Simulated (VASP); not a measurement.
# TiAl3 (Immm) in VASP: single point with PBE

Aim: the single point of TiAl3 with PBE.

Everything below comes from runs of VASP 6.6.1. Logs are shortened: lines on timing, memory, paths and dates and some standing lists are left out, and cuts for length are marked.

### 1 The cell of the first run

Symmetry: Immm, No. 71, orthorhombic system. The conventional cell has a = 3.845 Å, b = 3.999 Å, c = 8.623 Å, α = 90.00°, β = 90.00°, γ = 90.00°. Ti (site symmetry mmm) has 12 Al at 2.77 to 2.94 Å and 4 Ti at 3.85 to 4.00 Å within 4.0 Å. Within 4.0 Å of Al (site symmetry mmm) lie 4 Ti at 2.77 Å and 12 Al at 2.89 to 4.00 Å. Within 4.0 Å of Al (site symmetry mm2) lie 12 Al at 2.77 to 4.00 Å and 4 Ti at 2.89 to 2.94 Å.

### 2 Single point, PBE (strain +0.0400 x Voigt [0, 1, 0, 0, 0, 0])

File INCAR:

```
SYSTEM = TiAl3
PREC = Accurate ; ENCUT = 520
EDIFF = 1E-6 ; ISMEAR = 0
SIGMA = 0.15 ; LREAL = .False.
LASPH = .True. ; NELM = 60
ALGO = Fast ; ISIF = 2
LWAVE = .False. ; LCHARG = .True.
GGA = PE ; LELF = .True.
LVHAR = .True. ; NBANDS = 18
```

File KPOINTS:

```
Automatic mesh
0
Gamma
  18 18 18
  0 0 0
```

File POSCAR:

```
TiAl3
1.0
   -1.9226734292      1.9995803664      4.3114047966
    1.9226734292     -1.9995803664      4.3114047966
    1.9226734292      1.9995803664     -4.3114047966
Ti Al
1 3
Direct
    0.0000000000      0.0000000000      0.0000000000
    0.5000000000      0.5000000000      0.0000000000
    0.7500000000      0.2500000000      0.5000000000
    0.2500000000      0.7500000000      0.5000000000
```

Potentials or basis: VASP PAW PBE potentials, release 64 (Ti_sv, Al).

On the command line:

```sh
$ cat potpaw_PBE.64/Ti_sv/POTCAR potpaw_PBE.64/Al/POTCAR > POTCAR
$ mpirun -np 1 vasp_std > vasp.out
```

OUTCAR:

```text
SYSTEM = TiAl3
   PREC = Accurate
   ENCUT = 520
   EDIFF = 1E-6
   ISMEAR = 0
   LREAL = .False.
   LASPH = .True.
   NELM = 60
   ISIF = 2
   GGA = PE

 ion  position               nearest neighbor table
   1  0.000  0.000  0.000-   2 2.77   2 2.77   2 2.77   2 2.77   4 2.89   3 2.89   3 2.89   4 2.89
                             3 2.94   3 2.94   4 2.94   4 2.94
   2  0.500  0.500  0.000-   1 2.77   1 2.77   1 2.77   1 2.77   3 2.89   4 2.89   4 2.89   3 2.89
                             3 2.94   4 2.94   3 2.94   4 2.94
   3  0.750  0.250  0.500-   4 2.77   4 2.77   4 2.77   4 2.77   1 2.89   2 2.89   2 2.89   1 2.89
                             1 2.94   2 2.94   1 2.94   2 2.94
   4  0.250  0.750  0.500-   3 2.77   3 2.77   3 2.77   3 2.77   2 2.89   1 2.89   1 2.89   2 2.89
                             1 2.94   1 2.94   2 2.94   2 2.94

  LATTYP: Found a body centered orthorhombic cell.
 ALAT       =     3.8453468584
 B/A-ratio  =     1.0400000000
 C/A-ratio  =     2.2424009877

  Lattice vectors:

 A1 = (  -1.9226734292,   1.9995803664,   4.3114047966)
 A2 = (   1.9226734292,  -1.9995803664,   4.3114047966)
 A3 = (   1.9226734292,   1.9995803664,  -4.3114047966)

Analysis of symmetry for initial positions (statically):
=====================================================================
 Subroutine PRICEL returns:
 Original cell was already a primitive cell.

 Routine SETGRP: Setting up the symmetry group for a
 body centered orthorhombic supercell.

 Subroutine GETGRP returns: Found  8 space group operations
 (whereof  8 operations were pure point group operations)
 out of a pool of  8 trial point group operations.

The static configuration has the point symmetry D_2h.

Analysis of symmetry for dynamics (positions and initial velocities):
=====================================================================
 Subroutine PRICEL returns:
 Original cell was already a primitive cell.

 Routine SETGRP: Setting up the symmetry group for a
 body centered orthorhombic supercell.

 Subroutine GETGRP returns: Found  8 space group operations
 (whereof  8 operations were pure point group operations)
 out of a pool of  8 trial point group operations.

The dynamic configuration has the point symmetry D_2h.

 Subroutine INISYM returns: Found  8 space group operations
 (whereof  8 operations are pure point group operations),
 and found     1 'primitive' translations

----------------------------------------------------------------------------------------

                                     Primitive cell

  volume of cell :      66.3015

[... 98 lines left out ...]
   ISIF   =      2    stress and relaxation
   ISYM   =      2    0-nonsym 1-usesym 2-fastsym
   POTIM  = 0.5000    time-step for ionic-motion
   TEBEG  =    0.0;   TEEND  =   0.0 temperature during run
   PSTRESS=    0.0 pullay stress
   NELECT =      21.0000    total number of electrons
   NUPDOWN=      -1.0000    fix difference up-down
   EMIN   =  10.00;   EMAX   =-10.00  energy-range for DOS
   EFERMI =   0.00;   METHOD = LEGACY
   ISMEAR =     0;   SIGMA  =   0.15  broadening in eV -4-tet -1-fermi 0-gaus
   EFERMI_NEDOS =   21; number of points for ismear=-14 and -15
   IALGO  =     68    algorithm
   IMIX   =      4    mixing-type and parameters
     AMIX     =   0.40;   BMIX     =  1.00
     AMIX_MAG =   1.60;   BMIX_MAG =  1.00
  volume/ion in A,a.u.               =      16.58       111.86
  Fermi-wavevector in a.u.,A,eV,Ry     =   1.115938  2.108818 16.943585  1.245318
  Thomas-Fermi vector in A             =   2.252548
   LORBIT       =      0    0 simple, 1 ext, 2 COOP (PROOUT), +10 PAW based schemes
   GGA     = PE    functional components
   LHFCALC =     F    Hartree Fock is set to
   AEXX    =    0.0000 exact exchange contribution
   IVDW    =     0    specifies the selected vdW correction
   LEPSILON=     F    determine dielectric tensor
   LRPA    =     F    only Hartree local field effects (RPA)
 non-spin polarized calculation
 RMM-DIIS sequential band-by-band and
 Gauss-broadening in eV      SIGMA  =   0.15
  energy-cutoff  :      520.00
  volume of cell :       66.30
 maximum number of plane-waves:      1812
 NGX is ok and might be reduce to    40
   NGX = 19   NGY = 19   NGZ = 19

 number of electron      21.0000000 magnetization

 Free energy of the ion-electron system (eV)
  ---------------------------------------------------
  ext. energy  EPLUGINS =         0.00000000
  ---------------------------------------------------
  free energy    TOTEN  =       -20.61308595 eV

  energy without entropy =      -20.59141185  energy(sigma->0) =      -20.60224890

 E-fermi :   7.7989     XC(G=0): -10.5625

 val. band max:        7.7984825580   @ k =  -0.4444  -0.4444   0.1667
 cond. band min:       7.8012101348   @ k =  -0.4444   0.1111  -0.0000
 fundamental gap:      0.0027275768
 Fermi energy:         7.7989271180

 k-point     1 :       0.0000    0.0000    0.0000
  band No.  band energies     occupation
      1     -48.8259      2.00000
      2     -25.1481      2.00000
      3     -25.1164      2.00000
      4     -25.0443      2.00000
      5      -2.0382      2.00000
      6       5.1086      2.00000
[... 481 lines left out ...]
      5      -1.1864      2.00000
      6       3.3620      2.00000
[... 10 lines left out ...]
     17      11.8802      0.00000
     18      12.8204      0.00000

 [... further k-points ...]

------------------------ aborting loop because EDIFF is reached ----------------------------------------

  FORCE on cell =-STRESS in cart. coord.  units (eV):
  Direction    XX          YY          ZZ          XY          YZ          ZX
  --------------------------------------------------------------------------------------
  -------------------------------------------------------------------------------------
  Total       -1.1793626     -2.9457952     -0.6527047     -0.0000000      0.0000000      0.0000000
  in kB      -28.4993356    -71.1852405    -15.7726317     -0.0000000      0.0000000      0.0000000
  external PRESSURE =     -38.4857359 kB  Pullay stress =       0.0000000 kB

 VOLUME and BASIS-vectors are now :
 -----------------------------------------------------------------------------
  energy-cutoff  :      520.00
  volume of cell :       66.30
      direct lattice vectors                 reciprocal lattice vectors
    -1.922673429  1.999580366  4.311404797     0.000000000  0.250052465  0.115971481
     1.922673429 -1.999580366  4.311404797     0.260054564  0.000000000  0.115971481
     1.922673429  1.999580366 -4.311404797     0.260054564  0.250052465  0.000000000

 POSITION                                       TOTAL-FORCE (eV/Angst)
 -----------------------------------------------------------------------------------
      0.00000      0.00000      0.00000        -0.000000      0.000000      0.000000
      0.00000      0.00000      4.31140        -0.000000      0.000000      0.000000
     -0.00000      1.99958      2.15570         0.000000      0.000000      0.020455
      1.92267      0.00000      2.15570        -0.000000     -0.000000     -0.020455
 -----------------------------------------------------------------------------------
    total drift:                               -0.000000     -0.000000     -0.000000

  FREE ENERGIE OF THE ION-ELECTRON SYSTEM (eV)
  ---------------------------------------------------
  free  energy   TOTEN  =       -20.6130859497 eV

  energy  without entropy=      -20.5914118548  energy(sigma->0) =      -20.60224890
```

stdout:

```text
POSCAR found type information on POSCAR TiAl
 POSCAR found :  2 types and       4 ions
 scaLAPACK will be used
 LDA part: xc-table for (Slater+PW92), standard interpolation
 POSCAR, INCAR and KPOINTS ok, starting setup
 FFT: planning ... GRIDC
 FFT: planning ... GRID_SOFT
 FFT: planning ... GRID
 WAVECAR not read
 entering main loop
WARNING in EDDRMM: call to ZHEGV failed, returncode =   8  4     13
WARNING in EDDRMM: call to ZHEGV failed, returncode =   8  4     12
WARNING in EDDRMM: call to ZHEGV failed, returncode =   8  4     14
WARNING in EDDRMM: call to ZHEGV failed, returncode =   6  3     12
WARNING in EDDRMM: call to ZHEGV failed, returncode =   8  4     13
WARNING in EDDRMM: call to ZHEGV failed, returncode =   6  3     17
WARNING in EDDRMM: call to ZHEGV failed, returncode =   6  3     14
WARNING in EDDRMM: call to ZHEGV failed, returncode =   6  3     13
WARNING in EDDRMM: call to ZHEGV failed, returncode =   6  3     13
WARNING in EDDRMM: call to ZHEGV failed, returncode =   6  3     13
[... 8 lines left out ...]
WARNING in EDDRMM: call to ZHEGV failed, returncode =   6  3      5
WARNING in EDDRMM: call to ZHEGV failed, returncode =   6  3      5
WARNING in EDDRMM: call to ZHEGV failed, returncode =   6  3     15
WARNING in EDDRMM: call to ZHEGV failed, returncode =   8  4      5
WARNING in EDDRMM: call to ZHEGV failed, returncode =   8  4     11
WARNING in EDDRMM: call to ZHEGV failed, returncode =   6  3     11
WARNING in EDDRMM: call to ZHEGV failed, returncode =   6  3     13
WARNING in EDDRMM: call to ZHEGV failed, returncode =   8  4      5
WARNING in EDDRMM: call to ZHEGV failed, returncode =   8  4     13
WARNING in EDDRMM: call to ZHEGV failed, returncode =   8  4     16
```

Wall time 34 min (1 thread of Intel Xeon 6975P-C (Granite Rapids), shared host); peak memory 1 GiB.

What came out:

* Free energy: -20.6131 eV
* Pressure: -3.8 GPa
* Largest force: 0.020 eV/Å
* Band gap on the k mesh: zero (an odd number of electrons rules out a gap without spin polarisation)

Forces on the atoms (eV/Å):
```
Ti   0.000  0.000  0.000
Al   0.000  0.000  0.000
Al   0.000  0.000  0.020
Al   0.000  0.000 -0.020
```

Stress tensor (GPa, compression positive):
```
-2.85  0.00  0.00
 0.00 -7.12  0.00
 0.00  0.00 -1.58
```

Caveat: the cell differs from its parent crystal (strain +0.0400 x Voigt [0, 1, 0, 0, 0, 0]); the stress differs along the axes, from -7 to -2 GPa.
